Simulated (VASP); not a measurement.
SiNi: relaxation of shape and atoms at fixed volume with r2SCAN

SiNi:

```
Si Ni
1.0
     2.78008    0.00000    0.00000
     0.00000    3.24006    0.00000
     0.00000    0.00000    4.57673
Si Ni
2 2
Direct
  0.00000 0.00000 0.15543
  0.50000 0.50000 0.84457
  0.00000 0.00000 0.65512
  0.50000 0.50000 0.34488
```

- Program: VASP 6.6.1
- Task: relaxation of shape and atoms at fixed volume
- Functional: r2SCAN
- Potentials or basis: VASP PAW PBE potentials, release 64 (Si, Ni)
- Cutoff: 660 eV
- k mesh: 14 × 12 × 10
- Occupations: gaussian, width 0.1 eV
- Spin: no spin polarisation
- Dipole correction: no
- Further INCAR settings: ALGO = Normal; EDIFF = 1e-07; IBRION = 2; EDIFFG = -0.01; NSW = 50; ISIF = 4

| Item | Value |
| --- | --- |
| Energy gained by relaxing | 0.7 meV/atom |
| Ionic steps | 9 |
| Pressure after relaxing | 20.4 GPa |
| Band gap on the k mesh | zero (bands 14 and 15 overlap by 1.93 eV) |

The path:
```
step  energy change (eV)  largest force (eV/Å)  pressure (GPa)  volume (Å³)
   1              0.0000                0.1164           21.10        41.23
   2             -0.0023                0.0171           20.53        41.23
   3             -0.0023                0.0177           20.56        41.23
   4             -0.0027                0.0113           20.48        41.23
   5             -0.0028                0.0399           20.42        41.23
   6             -0.0028                0.0357           20.42        41.23
   7             -0.0029                0.0109           20.40        41.23
   8             -0.0029                0.0127           20.40        41.23
   9             -0.0029                0.0019           20.40        41.23
```

Final structure:
```cif
data_structure
_symmetry_space_group_name_H-M 'P 1'
_symmetry_Int_Tables_number 1
_cell_length_a 2.7569
_cell_length_b 3.2551
_cell_length_c 4.5940
_cell_angle_alpha 90.000
_cell_angle_beta 90.000
_cell_angle_gamma 90.000
_cell_volume 41.23
loop_
_atom_site_label
_atom_site_type_symbol
_atom_site_fract_x
_atom_site_fract_y
_atom_site_fract_z
_atom_site_occupancy
Si1 Si 0.00000 0.00000 0.15473 1
Si2 Si 0.50000 0.50000 0.84527 1
Ni1 Ni 0.00000 0.00000 0.65399 1
Ni2 Ni 0.50000 0.50000 0.34601 1
```

Levels at points of the mesh, in eV from the Fermi level:
| k point | band 10 | band 11 | band 12 | band 13 | band 14 | band 15 | band 16 | band 17 | band 18 |
| --- | --- | --- | --- | --- | --- | --- | --- | --- | --- |
| (0.00, 0.00, 0.00) | -3.18 | -2.56 | -2.24 | -2.17 | -2.02 | 2.51 | 2.69 | 5.52 | 7.25 |
| (0.50, 0.00, 0.00) | -3.06 | -2.99 | -2.99 | -1.63 | -1.63 | 2.30 | 2.30 | 3.62 | 3.62 |
| (0.00, 0.50, 0.00) | -3.29 | -2.72 | -2.72 | -2.41 | -2.41 | 1.22 | 1.22 | 6.59 | 6.59 |
| (0.50, 0.50, 0.00) | -3.85 | -2.56 | -2.56 | -1.62 | -1.62 | 2.10 | 2.10 | 2.21 | 2.21 |
| (0.00, 0.00, 0.50) | -3.03 | -2.96 | -2.22 | 0.92 | 1.13 | 1.81 | 2.25 | 3.84 | 4.30 |
| (0.50, 0.00, 0.50) | -2.86 | -2.60 | -2.60 | -1.37 | -1.37 | 3.67 | 3.67 | 5.85 | 5.85 |
| (0.00, 0.50, 0.50) | -3.04 | -2.54 | -2.54 | -2.21 | -2.21 | 5.36 | 5.36 | 7.06 | 7.06 |
| (0.50, 0.50, 0.50) | -3.37 | -2.60 | -2.60 | -1.49 | -1.49 | -0.54 | -0.54 | 1.63 | 1.63 |

It took 27 min on 4 MPI ranks on Intel(R) Xeon(R) Platinum 8488C (Sapphire Rapids), on a shared host, peak memory 0.46 GiB a rank.

Caveat: the PAW data sets were made with another functional, which shifts forces and pressure a little. Spin polarisation is off, so any magnetic state and its effect on volume and gap are missing.
